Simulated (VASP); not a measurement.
Here is a VASP 6.6.1 calculation.

INCAR

```
SYSTEM = InSb
ALGO = Normal
EDIFF = 1E-7
ENCUT = 520
GGA = PS
ISIF = 2
ISMEAR = 0
LASPH = .TRUE.
LCHARG = .FALSE.
LREAL = .FALSE.
LWAVE = .FALSE.
NBANDS = 16
NELM = 80
PREC = Accurate
SIGMA = 0.15
```

The input KPOINTS:

```
k-points
0
G
  12 12 12
  0 0 0
```

File POSCAR:

```
InSb
1.0
    0.0000000000      2.9799720000      3.4982280000
    2.9799720000      0.0000000000      3.4982280000
    2.9799720000      2.9799720000      0.0000000000
In Sb
1 1
Direct
    0.0000000000      0.0000000000      0.0000000000
    0.7500000000      0.7500000000      0.7500000000
```

Potentials or basis: VASP PAW PBE potentials, release 64 (In_d, Sb).

The run is started by

```console
$ cat potpaw_PBE.64/In_d/POTCAR potpaw_PBE.64/Sb/POTCAR > POTCAR
$ mpirun -np 1 vasp_std > vasp.out
```

Task: What does it give for the pressure?

Result: 5.6 GPa.

Task: What does it give for the band gap on the k mesh?

Result: Zero (band 9 reaches 6.31 eV, above the bottom of band 10 at 6.23 eV).

Stress tensor (GPa, compression positive):
```
7.48 0.00 0.00
0.00 7.48 0.00
0.00 0.00 1.87
```

Caveat: the cell differs from its parent crystal (strain -0.080 along x and y, +0.080 along z); the PAW data sets were made with another functional, which shifts forces and pressure a little; spin-orbit coupling is left out, which moves the levels of the heavy elements.
